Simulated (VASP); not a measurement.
# Al (Pm-3m) in VASP: a series of runs

Runs on Al. Level: PBE. Tasks: single point.

Everything below comes from runs of VASP 6.6.1. Logs are shortened: lines on timing, memory, paths and dates and some standing lists are left out, and cuts for length are marked.

## (1) The cell of the first run

The structure is cubic, space group Pm-3m (No. 221). Conventional cell: a = 2.776 Å, b = 2.776 Å, c = 2.776 Å, α = 90.00°, β = 90.00°, γ = 90.00°. Al (site symmetry m-3m) has 6 Al at 2.78 Å within 3.7 Å.

## (2) Single point, PBE

INCAR

```
ALGO = Normal
EDIFF = 1E-6
ENCUT = 500
GGA = PE
GGA_COMPAT = False
ISIF = 2
ISMEAR = -1
LASPH = True
LCHARG = True
LELF = True
LREAL = False
LVHAR = True
LWAVE = False
NBANDS = 8
NELM = 120
PREC = Accurate
SIGMA = 0.06122561905347299
```

KPOINTS

```
k-points
0
Gamma
  14 14 14
```

POSCAR

```
Al
1.0
    2.7755121940      0.0000000000      0.0000000000
    0.0000000000      2.7755121940      0.0000000000
    0.0000000000      0.0000000000      2.7755121940
Al
1
Direct
    0.0000000000      0.0000000000      0.0000000000
```

Potentials or basis: VASP PAW PBE potentials, release 64 (Al).

The run is started by

```
> cat potpaw_PBE.64/Al/POTCAR > POTCAR
> mpirun -np 1 vasp_std > vasp.out
```

OUTCAR:

```text
EDIFF = 1E-6
   ENCUT = 500
   GGA = PE
   ISIF = 2
   ISMEAR = -1
   LASPH = True
   LREAL = False
   NELM = 120
   PREC = Accurate

 ion  position               nearest neighbor table
   1  0.000  0.000  0.000-

  LATTYP: Found a simple cubic cell.
 ALAT       =     2.7755121940

  Lattice vectors:

 A1 = (   2.7755121940,   0.0000000000,   0.0000000000)
 A2 = (   0.0000000000,   2.7755121940,   0.0000000000)
 A3 = (   0.0000000000,   0.0000000000,   2.7755121940)

Analysis of symmetry for initial positions (statically):
=====================================================================
 Subroutine PRICEL returns:
 Original cell was already a primitive cell.

 Routine SETGRP: Setting up the symmetry group for a
 simple cubic supercell.

 Subroutine GETGRP returns: Found 48 space group operations
 (whereof 48 operations were pure point group operations)
 out of a pool of 48 trial point group operations.

The static configuration has the point symmetry O_h .

Analysis of symmetry for dynamics (positions and initial velocities):
=====================================================================
 Subroutine PRICEL returns:
 Original cell was already a primitive cell.

 Routine SETGRP: Setting up the symmetry group for a
 simple cubic supercell.

 Subroutine GETGRP returns: Found 48 space group operations
 (whereof 48 operations were pure point group operations)
 out of a pool of 48 trial point group operations.

The dynamic configuration has the point symmetry O_h .

 Subroutine INISYM returns: Found 48 space group operations
 (whereof 48 operations are pure point group operations),
 and found     1 'primitive' translations

----------------------------------------------------------------------------------------

                                     Primitive cell

  volume of cell :      21.3811

  direct lattice vectors                    reciprocal lattice vectors
     2.775512194  0.000000000  0.000000000     0.360293859  0.000000000  0.000000000
     0.000000000  2.775512194  0.000000000     0.000000000  0.360293859  0.000000000
     0.000000000  0.000000000  2.775512194     0.000000000  0.000000000  0.360293859

  length of vectors
     2.775512194  2.775512194  2.775512194     0.360293859  0.360293859  0.360293859

  position of ions in fractional coordinates (direct lattice)
     0.000000000  0.000000000  0.000000000

  ion indices of the primitive-cell ions
   primitive index   ion index
                 1           1

----------------------------------------------------------------------------------------

 KPOINTS: k-points

Automatic generation of k-mesh.
 Grid dimensions read from file:
 generate k-points for:   14   14   14

 Generating k-lattice:

  Cartesian coordinates                     Fractional coordinates (reciprocal lattice)
     0.025735276  0.000000000  0.000000000     0.071428571  0.000000000  0.000000000
     0.000000000  0.025735276  0.000000000     0.000000000  0.071428571  0.000000000
     0.000000000  0.000000000  0.025735276     0.000000000  0.000000000  0.071428571

  Length of vectors
     0.025735276  0.025735276  0.025735276

  Shift w.r.t. Gamma in fractional coordinates (k-lattice)
     0.000000000  0.000000000  0.000000000

 Subroutine IBZKPT returns following result:
 ===========================================

 Found    120 irreducible k-points:

 Following reciprocal coordinates:
            Coordinates               Weight
  0.000000  0.000000  0.000000      1.000000
  0.071429  0.000000  0.000000      6.000000
  0.142857  0.000000  0.000000      6.000000
  0.214286  0.000000  0.000000      6.000000
  0.285714  0.000000  0.000000      6.000000
  0.357143  0.000000  0.000000      6.000000
[... 16 lines left out ...]
  0.285714  0.214286  0.000000     24.000000
  0.357143  0.214286  0.000000     24.000000
 [... further k-points ...]
   k-points           NKPTS =    120   k-points in BZ     NKDIM =    120   number of bands    NBANDS=      8
   number of dos      NEDOS =    301   number of ions     NIONS =      1
   total plane-waves  NPLWV =   8000
   dimension x,y,z NGX =    20 NGY =   20 NGZ =   20
   dimension x,y,z NGXF=    40 NGYF=   40 NGZF=   40
   ions per type =               1
   NGX,Y,Z   is equivalent  to a cutoff of  11.98, 11.98, 11.98 a.u.
   NGXF,Y,Z  is equivalent  to a cutoff of  23.96, 23.96, 23.96 a.u.
 SYSTEM =  unknown system
   PREC   = accura    normal or accurate (medium, high low for compatibility)
   ISTART =      0    job   : 0-new  1-cont  2-samecut
   ICHARG =      2    charge: 1-file 2-atom 10-const
   ISPIN  =      1    spin polarized calculation?
   LNONCOLLINEAR =      F non collinear calculations
   LSORBIT =      F    spin-orbit coupling
   LASPH  =      T    aspherical Exc in radial PAW
   ENCUT  =  500.0 eV  36.75 Ry    6.06 a.u.   5.06  5.06  5.06*2*pi/ulx,y,z
   NELM   =    120;   NELMIN=  2; NELMDL= -5     # of ELM steps
   EDIFF  = 0.1E-05   stopping-criterion for ELM
   LREAL  =      F    real-space projection
   EDIFFG = 0.1E-04   stopping-criterion for IOM
   NSW    =      0    number of steps for IOM
   IBRION =     -1    ionic relax: 0-MD 1-quasi-New 2-CG
   NFREE  =      0    steps in history (QN), initial steepest desc. (CG)
   ISIF   =      2    stress and relaxation
   ISYM   =      2    0-nonsym 1-usesym 2-fastsym
   POTIM  = 0.5000    time-step for ionic-motion
   TEBEG  =    0.0;   TEEND  =   0.0 temperature during run
   PSTRESS=    0.0 pullay stress
   NELECT =       3.0000    total number of electrons
   NUPDOWN=      -1.0000    fix difference up-down
   EMIN   =  10.00;   EMAX   =-10.00  energy-range for DOS
   EFERMI =   0.00;   METHOD = LEGACY
   ISMEAR =    -1;   SIGMA  =   0.06  broadening in eV -4-tet -1-fermi 0-gaus
   EFERMI_NEDOS =   21; number of points for ismear=-14 and -15
   IALGO  =     38    algorithm
   IMIX   =      4    mixing-type and parameters
     AMIX     =   0.40;   BMIX     =  1.00
     AMIX_MAG =   1.60;   BMIX_MAG =  1.00
  volume/ion in A,a.u.               =      21.38       144.29
  Fermi-wavevector in a.u.,A,eV,Ry     =   0.850692  1.607574  9.846211  0.723676
  Thomas-Fermi vector in A             =   1.966708
   LORBIT       =      0    0 simple, 1 ext, 2 COOP (PROOUT), +10 PAW based schemes
   GGA     = PE    functional components
   LHFCALC =     F    Hartree Fock is set to
   AEXX    =    0.0000 exact exchange contribution
   IVDW    =     0    specifies the selected vdW correction
   LEPSILON=     F    determine dielectric tensor
   LRPA    =     F    only Hartree local field effects (RPA)
 non-spin polarized calculation
  energy-cutoff  :      500.00
  volume of cell :       21.38
 maximum number of plane-waves:       554
   NGX = 11   NGY = 11   NGZ = 11

 number of electron       3.0000000 magnetization

 Free energy of the ion-electron system (eV)
  ---------------------------------------------------
  ext. energy  EPLUGINS =         0.00000000
  ---------------------------------------------------
  free energy    TOTEN  =        -3.36920488 eV

  energy without entropy =       -3.36271979  energy(sigma->0) =       -3.36596233

 E-fermi :   5.1248     XC(G=0):  -9.2187

 val. band max:        5.0529257705   @ k =   0.3571   0.2857   0.0000
 cond. band min:       5.1266752756   @ k =   0.4286   0.3571   0.2143
 fundamental gap:      0.0737495050
 Fermi energy:         5.1248458083

 k-point     1 :       0.0000    0.0000    0.0000
  band No.  band energies     occupation
      1      -4.0615      2.00000
      2      13.0050      0.00000
      3      13.0050      0.00000
      4      13.8529      0.00000
      5      13.8529      0.00000
      6      13.8529      0.00000
      7      19.8208      0.00000
      8      28.2813      0.00000

 k-point     2 :       0.0714    0.0000    0.0000
  band No.  band energies     occupation
      1      -3.9649      2.00000
      2      11.3218      0.00000
      3      13.0862      0.00000
      4      13.9346      0.00000
      5      13.9346      0.00000
      6      15.3389      0.00000
      7      20.2355      0.00000
      8      27.4784      0.00000

 k-point     3 :       0.1429    0.0000    0.0000
  band No.  band energies     occupation
      1      -3.6756      2.00000
      2       9.2715      0.00000
      3      13.3258      0.00000
      4      14.1794      0.00000
      5      14.1794      0.00000
      6      16.7516      0.00000
      7      21.5033      0.00000
      8      25.8544      0.00000

 k-point     4 :       0.2143    0.0000    0.0000
  band No.  band energies     occupation
      1      -3.1958      2.00000
      2       7.2880      0.00000
      3      13.7108      0.00000
      4      14.5854      0.00000
      5      14.5854      0.00000
      6      17.7903      0.00000
      7      23.3839      0.00000
      8      24.1012      0.00000

 k-point     5 :       0.2857    0.0000    0.0000
  band No.  band energies     occupation
      1      -2.5299      2.00000
      2       5.4271      0.01425
      3      14.2116      0.00000
      4      15.1477      0.00000
      5      15.1477      0.00000
      6      18.6953      0.00000
      7      22.4258      0.00000
      8      22.4258      0.00000
[... 177 lines left out ...]
 k-point    22 :       0.2143    0.2143    0.0000
  band No.  band energies     occupation
      1      -2.3336      2.00000
      2       7.5027      0.00000
      3       8.8219      0.00000
      4      15.3113      0.00000
      5      16.2798      0.00000
      6      19.2787      0.00000
      7      22.3548      0.00000
      8      24.3223      0.00000

 k-point    23 :       0.2857    0.2143    0.0000
  band No.  band energies     occupation
      1      -1.6703      2.00000
      2       6.1299      0.00000
      3       8.9432      0.00000
      4      15.8676      0.00000
      5      15.9674      0.00000
      6      18.4737      0.00000
      7      23.0142      0.00000
      8      23.4690      0.00000

 k-point    24 :       0.3571    0.2143    0.0000
  band No.  band energies     occupation
      1      -0.8310      2.00000
      2       4.5009      1.99992
      3       9.6150      0.00000
      4      14.8406      0.00000
      5      16.5621      0.00000
      6      18.7706      0.00000
      7      21.5599      0.00000
      8      23.3814      0.00000

 [... further k-points ...]

------------------------ aborting loop because EDIFF is reached ----------------------------------------

  FORCE on cell =-STRESS in cart. coord.  units (eV):
  Direction    XX          YY          ZZ          XY          YZ          ZX
  --------------------------------------------------------------------------------------
  -------------------------------------------------------------------------------------
  Total       -0.3783018     -0.3783018     -0.3783018     -0.0000000     -0.0000000      0.0000000
  in kB      -28.3478153    -28.3478153    -28.3478153     -0.0000000     -0.0000000      0.0000000
  external PRESSURE =     -28.3478153 kB  Pullay stress =       0.0000000 kB

 VOLUME and BASIS-vectors are now :
 -----------------------------------------------------------------------------
  energy-cutoff  :      500.00
  volume of cell :       21.38
      direct lattice vectors                 reciprocal lattice vectors
     2.775512194  0.000000000  0.000000000     0.360293859  0.000000000  0.000000000
     0.000000000  2.775512194  0.000000000     0.000000000  0.360293859  0.000000000
     0.000000000  0.000000000  2.775512194     0.000000000  0.000000000  0.360293859

 POSITION                                       TOTAL-FORCE (eV/Angst)
 -----------------------------------------------------------------------------------
      0.00000      0.00000      0.00000         0.000000      0.000000      0.000000
 -----------------------------------------------------------------------------------
    total drift:                               -0.000000      0.000000      0.000000

  FREE ENERGIE OF THE ION-ELECTRON SYSTEM (eV)
  ---------------------------------------------------
  free  energy   TOTEN  =        -3.3692048772 eV

  energy  without entropy=       -3.3627197864  energy(sigma->0) =       -3.36596233
```

Wall time 7.6 s (1 thread of Intel Xeon Platinum 8259CL at 2.50GHz (Skylake/Cascade Lake), shared host); peak memory 0.13 GiB.

Results:

```yaml
Free_energy: -3.3692 eV
Pressure: -2.8 GPa
```

## (3) Single point, PBE

This run uses another cell than the first one, of 18.96 Å³/atom, 0.887 times its volume.

INCAR

```
PREC = Accurate
ENCUT = 500
EDIFF = 1E-6
ISMEAR = -1
SIGMA = 0.06122561905347299
LREAL = F
LASPH = T
NELM = 120
ALGO = Normal
ISIF = 2
LWAVE = F
LCHARG = F
GGA = PE
NBANDS = 8
GGA_COMPAT = F
```

KPOINTS

```
Automatic mesh
0
Gamma
  20 20 20
```

POSCAR

```
Al
1.0
    2.6665545293      0.0000000000      0.0000000000
    0.0000000000      2.6665545293      0.0000000000
    0.0000000000      0.0000000000      2.6665545293
Al
1
Direct
    0.0000000000      0.0000000000      0.0000000000
```

Potentials or basis: VASP PAW PBE potentials, release 64 (Al).

The run is started by

```
> cat potpaw_PBE.64/Al/POTCAR > POTCAR
> mpirun -np 1 vasp_std > vasp.out
```

Wall time 16 s (1 thread of Intel Xeon Platinum 8259CL at 2.50GHz (Skylake/Cascade Lake), shared host); peak memory 0.14 GiB.

It converged, with:

| Property | Result |
| --- | --- |
| Free energy | -3.3637 eV |
| Pressure | 4.0 GPa |

Levels at points of the mesh, in eV from the Fermi level:
| k point | band 1 | band 2 | band 3 | band 4 | band 5 |
| --- | --- | --- | --- | --- | --- |
| (0.00, 0.00, 0.00) | -9.90 | 8.15 | 8.15 | 9.60 | 9.60 |
| (0.50, 0.00, 0.00) | -5.29 | -4.32 | 10.83 | 13.38 | 13.38 |
| (0.50, 0.50, 0.00) | -0.57 | -0.57 | -0.05 | 2.08 | 17.26 |
| (0.50, 0.50, 0.50) | 3.07 | 3.07 | 3.07 | 5.62 | 5.62 |

## (4) Single point, PBE

This run uses another cell than the first one, of 19.36 Å³/atom, 0.906 times its volume.

INCAR

```
PREC = Accurate ; ENCUT = 500
EDIFF = 1E-6 ; ISMEAR = -1
SIGMA = 0.06122561905347299 ; LREAL = F
LASPH = T ; NELM = 120
ALGO = Normal ; ISIF = 2
LWAVE = F ; LCHARG = T
GGA = PE ; LELF = T
LVHAR = T ; NBANDS = 8
GGA_COMPAT = F
```

KPOINTS is that of step 3.

POSCAR

```
Al
1.0
    2.6853337011      0.0000000000      0.0000000000
    0.0000000000      2.6853337011      0.0000000000
    0.0000000000      0.0000000000      2.6853337011
Al
1
Direct
    0.0000000000      0.0000000000      0.0000000000
```

The run is started by

```
> cat potpaw_PBE.64/Al/POTCAR > POTCAR
> mpirun -np 1 vasp_std > vasp.out
```

It took 16 s on 1 thread of Intel Xeon Platinum 8259CL at 2.50GHz (Skylake/Cascade Lake), shared host; peak memory 0.14 GiB.

It converged, with:

- Free energy: -3.3718 eV
- Pressure: 2.5 GPa

Levels at points of the mesh, in eV from the Fermi level:
| k point | band 1 | band 2 | band 3 | band 4 | band 5 | band 6 |
| --- | --- | --- | --- | --- | --- | --- |
| (0.00, 0.00, 0.00) | -9.78 | 8.10 | 8.10 | 9.44 | 9.44 | 9.44 |
| (0.50, 0.00, 0.00) | -5.26 | -4.24 | 10.74 | 13.13 | 13.13 | 14.47 |
| (0.50, 0.50, 0.00) | -0.56 | -0.56 | -0.13 | 2.13 | 16.89 | 17.15 |
| (0.50, 0.50, 0.50) | 3.00 | 3.00 | 3.00 | 5.61 | 5.61 | 5.61 |

(Continued in part 2 of 2.)
